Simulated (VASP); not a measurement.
A run of VASP 6.6.1 is set up as follows.

File INCAR:

```
  PREC = Accurate
  ENCUT = 520
  EDIFF = 1E-7
  ISMEAR = 0
  SIGMA = 0.1
  LREAL = F
  LASPH = T
  NELM = 80
  ALGO = Normal
  ISIF = 2
  LWAVE = F
  LCHARG = F
  LDIPOL = T
  IDIPOL = 3
  DIPOL = 0.5 0.5 0.597
  GGA = PE
  IVDW = 12
  NBANDS = 17
```

File KPOINTS:

```
regular mesh
0
Gamma
  4 3 1
```

File POSCAR:

```
GeH4
1.0
    5.6653313018      0.0000000000      0.0000000000
    0.0000000000      5.8038113749      0.0000000000
    0.0000000000      0.0000000000     26.2002561044
Ge H
1 4
Direct
    0.3007194630     -0.0001021407      0.5974666001
    0.7488580590     -0.2658217857      0.5769787749
    0.7492160029      0.2651146384      0.5769781401
    0.2655083125      0.0000572999      0.6560541904
   -0.0120024678      0.0000643492      0.5770443566
```

Potentials or basis: VASP PAW PBE potentials, release 64 (Ge_d, H).

Launch:

```bash
$ cat potpaw_PBE.64/Ge_d/POTCAR potpaw_PBE.64/H/POTCAR > POTCAR
$ mpirun -np 1 vasp_std > vasp.out
```

(1) What does it give for the dispersion energy per atom?

(2) Predict the largest force.

## Answers

(1) -0.026 eV.

(2) 1.296 eV/Å.

Caveat: the k points lie up to 0.36 Å⁻¹ apart.
